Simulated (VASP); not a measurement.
# Cs2GeBr4 (Pm) in VASP: relaxation of cell and atoms with r2SCAN+rVV10

Aim: the relaxation of cell and atoms of Cs2GeBr4 with r2SCAN+rVV10.

Program: VASP 6.6.1. These are calculated values, not measurements. Logs are shortened: lines on timing, memory, paths and dates and some standing lists are left out, and cuts for length are marked.

**1. The cell of the first run**

The typed cell holds 7 atoms: a = 7.289 Å, b = 5.723 Å, c = 7.125 Å, α = 90.00°, β = 90.00°, γ = 90.00°.

**2. Relaxation of cell and atoms, r2SCAN+rVV10**

POSCAR reads:

```
Cs2GeBr4
1.0
    7.2885827293      0.0000000000      0.0217657026
    0.0000000000      5.7228682358      0.0000000000
   -0.0218009337      0.0000000000      7.1250661181
Cs Ge Br
2 1 4
Direct
    0.5000222709      0.5000000000      0.7377832483
    0.9999855084      0.5000000000      0.3023441167
    0.4999970980      0.0000000000      0.2615391376
    0.7457008664      0.0000000000      0.4942589990
    1.0000138495      0.5000000000      0.8096481758
    0.5000040189      0.5000000000      0.2335732059
    0.2542753880      0.0000000000      0.4942021166
```

INCAR.step1 reads:

```
SYSTEM = Cs2GeBr4
ALGO = Normal
EDIFF = 1E-5
EDIFFG = -0.005
ENCUT = 550
GGA = PE
GGA_COMPAT = .FALSE.
IBRION = 2
ISIF = 3
ISMEAR = -1
KPAR = 4
LASPH = .TRUE.
LCHARG = .FALSE.
LREAL = .FALSE.
LWAVE = .TRUE.
NELM = 120
NELMIN = 4
NSW = 100
PREC = Accurate
SIGMA = 0.03
```

INCAR.step2 reads:

```
SYSTEM = Cs2GeBr4
ALGO = Normal
BPARAM = 11.95
CPARAM = 0.0093
EDIFF = 1E-7
EDIFFG = -0.01
ENCUT = 550
GGA_COMPAT = .FALSE.
IBRION = 2
ISIF = 3
ISMEAR = -1
ISTART = 1
IVDW_NL = 2
KPAR = 4
LASPH = .TRUE.
LCHARG = .FALSE.
LMIXTAU = .TRUE.
LREAL = .FALSE.
LUSE_VDW = .TRUE.
LWAVE = .FALSE.
METAGGA = R2SCAN
NELM = 120
NELMIN = 4
NSW = 100
PREC = Accurate
SIGMA = 0.03
```

KPOINTS reads:

```
k-points
0
G
  4 4 4
  0 0 0
```

Potentials or basis: VASP PAW PBE potentials, release 64 (Cs_sv, Ge_d, Br).

On the command line:

```sh
> cat potpaw_PBE.64/Cs_sv/POTCAR potpaw_PBE.64/Ge_d/POTCAR potpaw_PBE.64/Br/POTCAR > POTCAR
> cp INCAR.step1 INCAR
> mpirun -np 4 vasp_std > vasp.out
> cp INCAR.step2 INCAR
> mpirun -np 4 vasp_std > vasp.out
```

OUTCAR:

```text
SYSTEM = Cs2GeBr4
   BPARAM = 11.95
   EDIFF = 1E-7
   EDIFFG = -0.01
   ENCUT = 550
   IBRION = 2
   ISIF = 3
   ISMEAR = -1
   ISTART = 1
   IVDW_NL = 2
   LASPH = .TRUE.
   LREAL = .FALSE.
   METAGGA = R2SCAN
   NELM = 120
   NELMIN = 4
   NSW = 100
   PREC = Accurate

 ion  position               nearest neighbor table
   1  0.500  0.500  0.738-
   2  1.000  0.500  0.302-
   3  0.500  0.000  0.262-   7 2.44   4 2.44
   4  0.746  0.000  0.494-   3 2.44
   5  0.000  0.500  0.810-
   6  0.500  0.500  0.234-
   7  0.254  0.000  0.494-   3 2.44

  LATTYP: Found a simple monoclinic cell.
 ALAT       =     7.1250994707
 B/A-ratio  =     0.8031983637
 C/A-ratio  =     1.0229492596
 COS(beta)  =    -0.0000734774

  Lattice vectors:

 A1 = (  -0.0218009337,   0.0000000000,   7.1250661181)
 A2 = (   0.0000000000,  -5.7228682358,   0.0000000000)
 A3 = (   7.2885827293,   0.0000000000,   0.0217657026)

Analysis of symmetry for initial positions (statically):
=====================================================================
 Subroutine PRICEL returns:
 Original cell was already a primitive cell.

 Routine SETGRP: Setting up the symmetry group for a
 simple monoclinic supercell.

 Subroutine GETGRP returns: Found  2 space group operations
 (whereof  2 operations were pure point group operations)
 out of a pool of  4 trial point group operations.

The static configuration has the point symmetry C_1h.

Analysis of symmetry for dynamics (positions and initial velocities):
=====================================================================
 Subroutine PRICEL returns:
 Original cell was already a primitive cell.

 Routine SETGRP: Setting up the symmetry group for a
 simple monoclinic supercell.

 Subroutine GETGRP returns: Found  2 space group operations
 (whereof  2 operations were pure point group operations)
 out of a pool of  4 trial point group operations.

The dynamic configuration has the point symmetry C_1h.

 Subroutine INISYM returns: Found  2 space group operations
 (whereof  2 operations are pure point group operations),
 and found     1 'primitive' translations

----------------------------------------------------------------------------------------

                                     Primitive cell
[... 119 lines left out ...]
   IMIX   =      4    mixing-type and parameters
     AMIX     =   0.40;   BMIX     =  1.00
     AMIX_MAG =   1.60;   BMIX_MAG =  1.00
  volume/ion in A,a.u.               =      42.46       286.52
  Fermi-wavevector in a.u.,A,eV,Ry     =   0.960378  1.814850 12.548995  0.922325
  Thomas-Fermi vector in A             =   2.089656
   LORBIT       =      0    0 simple, 1 ext, 2 COOP (PROOUT), +10 PAW based schemes
   METAGGA = R2SCAN    functional components
   LHFCALC =     F    Hartree Fock is set to
   AEXX    =    0.0000 exact exchange contribution
   IVDW_NL    =     2    kernel type
   BPARAM     =11.9500
   IVDW    =     0    specifies the selected vdW correction
   LEPSILON=     F    determine dielectric tensor
   LRPA    =     F    only Hartree local field effects (RPA)
 conjugate gradient relaxation of ions
 non-spin polarized calculation
  energy-cutoff  :      550.00
  volume of cell :      297.20
 maximum number of plane-waves:      8740
   NGX = 27   NGY = 21   NGZ = 27

--------------------------------------- Ionic step        1  -------------------------------------------

 number of electron      60.0000004 magnetization

 Free energy of the ion-electron system (eV)
  ---------------------------------------------------
  ext. energy  EPLUGINS =         0.00000000
  ---------------------------------------------------
  free energy    TOTEN  =      -124.45613494 eV

  energy without entropy =     -124.45613494  energy(sigma->0) =     -124.45613494

------------------------ aborting loop because EDIFF is reached ----------------------------------------

  FORCE on cell =-STRESS in cart. coord.  units (eV):
  Direction    XX          YY          ZZ          XY          YZ          ZX
  --------------------------------------------------------------------------------------
  -------------------------------------------------------------------------------------
  Total        0.2309972      0.5843213      0.2833696      0.0000000      0.0000000      0.0003115
  in kB        1.2452816      3.1500150      1.5276157      0.0000000      0.0000000      0.0016795
  external PRESSURE =       1.9743041 kB  Pullay stress =       0.0000000 kB
[... 104 lines left out ...]
  FREE ENERGIE OF THE ION-ELECTRON SYSTEM (eV)
  ---------------------------------------------------
  free  energy   TOTEN  =      -124.4589636180 eV

  energy  without entropy=     -124.4589636179  energy(sigma->0) =     -124.45896362

[... ionic steps 4 to 16 ...]

--------------------------------------- Ionic step       17  -------------------------------------------

 number of electron      60.0000012 magnetization

------------------------ aborting loop because EDIFF is reached ----------------------------------------
[... 77 lines left out ...]
--------------------------------------- Ionic step       19  -------------------------------------------

 number of electron      60.0000011 magnetization

 Free energy of the ion-electron system (eV)
  ---------------------------------------------------
  ext. energy  EPLUGINS =         0.00000000
  ---------------------------------------------------
  free energy    TOTEN  =      -124.46171858 eV

  energy without entropy =     -124.46171858  energy(sigma->0) =     -124.46171858

 E-fermi :  -0.1035     XC(G=0):  -7.6462

 val. band max:       -0.8124994997   @ k =   0.0000   0.5000   0.0000
 cond. band min:       1.4218513292   @ k =   0.0000   0.5000   0.5000
 fundamental gap:      2.2343508290
 Fermi energy:        -0.1035301181

 k-point     1 :       0.0000    0.0000    0.0000
  band No.  band energies     occupation
      1     -25.8088      2.00000
      2     -25.7845      2.00000
      3     -25.7430      2.00000
      4     -25.7385      2.00000
      5     -25.6951      2.00000
      6     -21.5909      2.00000
[... 925 lines left out ...]
     35       5.0931      0.00000
     36       6.0586      0.00000

 [... further k-points ...]

------------------------ aborting loop because EDIFF is reached ----------------------------------------

  FORCE on cell =-STRESS in cart. coord.  units (eV):
  Direction    XX          YY          ZZ          XY          YZ          ZX
  --------------------------------------------------------------------------------------
  -------------------------------------------------------------------------------------
  Total        0.0034615     -0.0069406      0.0126186      0.0000000      0.0000000      0.0004708
  in kB        0.0183905     -0.0368740      0.0670400      0.0000000      0.0000000      0.0025012
  external PRESSURE =       0.0161855 kB  Pullay stress =       0.0000000 kB
[... 22 lines left out ...]
  FREE ENERGIE OF THE ION-ELECTRON SYSTEM (eV)
  ---------------------------------------------------
  free  energy   TOTEN  =      -124.4617185814 eV

  energy  without entropy=     -124.4617185814  energy(sigma->0) =     -124.46171858

 reached required accuracy - stopping structural energy minimisation
```

OUTCAR.step1:

```text
SYSTEM = Cs2GeBr4
   EDIFF = 1E-5
   EDIFFG = -0.005
   ENCUT = 550
   GGA = PE
   IBRION = 2
   ISIF = 3
   ISMEAR = -1
   LASPH = .TRUE.
   LREAL = .FALSE.
   NELM = 120
[... 1374 lines left out ...]
 cond. band min:       0.9743761829   @ k =   0.0000   0.5000   0.5000
 fundamental gap:      1.7107834046
 Fermi energy:         0.0482924055

 k-point     1 :       0.0000    0.0000    0.0000
  band No.  band energies     occupation
      1     -25.2972      2.00000
      2     -25.2801      2.00000
      3     -25.2462      2.00000
      4     -25.2316      2.00000
      5     -25.2001      2.00000
      6     -21.2584      2.00000
[... 961 lines left out ...]
  FREE ENERGIE OF THE ION-ELECTRON SYSTEM (eV)
  ---------------------------------------------------
  free  energy   TOTEN  =       -21.6038124037 eV

  energy  without entropy=      -21.6038124037  energy(sigma->0) =      -21.60381240

 reached required accuracy - stopping structural energy minimisation
```

Run time: 2 h. Hardware: 4 MPI ranks of Intel Xeon Platinum 8488C (Sapphire Rapids), shared host; peak memory 1.1 GiB.

What came out:

```yaml
Free_energy: -124.4617 eV
Relaxed_volume: 43.08 Å³/atom
Relaxed_cell: a = 7.313 Å, b = 5.777 Å, c = 7.138 Å, α = 90.00°, β = 90.00°, γ = 90.00°
Space_group_after_relaxing_to_0.1_Å: Pmm2 (No. 25)
Energy_gained_by_relaxing: 0.8 meV/atom
Ionic_steps: 19
Pressure_after_relaxing: 0.0 GPa
Largest_force_after_relaxing: 0.008 eV/Å
Band_gap_on_the_k_mesh: 2.23 eV (least direct gap 2.27 eV)
```

Forces in eV/Å, atoms in the order of the input:
```
Cs   0.000  0.000 -0.002
Cs   0.000  0.000  0.006
Ge   0.000  0.000 -0.004
Br   0.008  0.000  0.000
Br   0.000  0.000  0.005
Br   0.000  0.000 -0.004
Br  -0.007  0.000 -0.001
```

Step by step:
```csv
step,energy change (eV),largest force (eV/Å),pressure (GPa),volume (Å³)
1,0.0000,0.0622,0.20,297.20
2,-0.0025,0.0677,0.05,299.46
3,-0.0028,0.0972,-0.04,300.87
4,-0.0039,0.0327,-0.02,301.56
5,-0.0040,0.0265,-0.01,301.73
6,-0.0040,0.0296,-0.01,301.76
7,-0.0042,0.0306,-0.01,301.67
8,-0.0046,0.0339,0.01,301.40
9,-0.0050,0.0374,0.04,300.87
10,-0.0052,0.0167,0.02,301.12
11,-0.0052,0.0233,-0.01,301.40
12,-0.0053,0.0214,-0.01,301.52
13,-0.0055,0.0206,-0.02,301.79
14,-0.0054,0.0251,-0.04,302.35
15,-0.0055,0.0216,-0.03,301.96
16,-0.0056,0.0183,0.01,301.53
17,-0.0056,0.0131,0.00,301.64
18,-0.0056,0.0122,0.00,301.66
19,-0.0056,0.0077,0.00,301.57
```

Final structure:
```
Cs Ge Br
1.0
     7.31326    0.00000    0.02205
     0.00000    5.77662    0.00000
    -0.02163    0.00000    7.13836
Cs Ge Br
2 1 4
Direct
  0.50000 0.50000 0.74184
  0.00000 0.50000 0.30372
  0.50000 0.00000 0.25738
  0.74385 0.00000 0.49044
  0.00001 0.50000 0.81191
  0.49999 0.50000 0.23762
  0.25614 0.00000 0.49043
```

Levels at points of the mesh, in eV from the valence-band top:
```
           k point  band 26  band 27  band 28  band 29  band 30  band 31  band 32  band 33  band 34  band 35
(0.00, 0.00, 0.00)    -1.30    -1.20    -0.16    -0.06    -0.01     3.65     4.08     4.94     5.32     5.50
(0.50, 0.00, 0.00)    -1.80    -1.22    -0.42    -0.07    -0.01     3.70     4.09     5.46     6.20     6.21
(0.00, 0.50, 0.00)    -1.28    -0.57    -0.15    -0.06     0.00     2.27     3.43     3.64     5.88     6.06
(0.50, 0.50, 0.00)    -1.54    -0.43    -0.42    -0.17    -0.04     2.28     3.66     4.04     6.22     6.55
(0.00, 0.00, 0.50)    -1.38    -1.19    -0.50    -0.18    -0.01     3.64     4.32     5.36     5.37     5.99
(0.50, 0.00, 0.50)    -1.76    -1.28    -0.51    -0.44    -0.02     4.17     4.33     5.44     5.74     5.91
(0.00, 0.50, 0.50)    -1.28    -0.51    -0.47    -0.14    -0.08     2.23     3.56     3.98     6.34     6.42
(0.50, 0.50, 0.50)    -1.53    -0.47    -0.46    -0.38    -0.16     2.28     3.82     3.96     6.42     6.68
```

Caveat: the PAW data sets were made with another functional, which shifts forces and pressure a little; spin-orbit coupling is left out, which moves the levels of the heavy elements. A k mesh can miss the band edges.
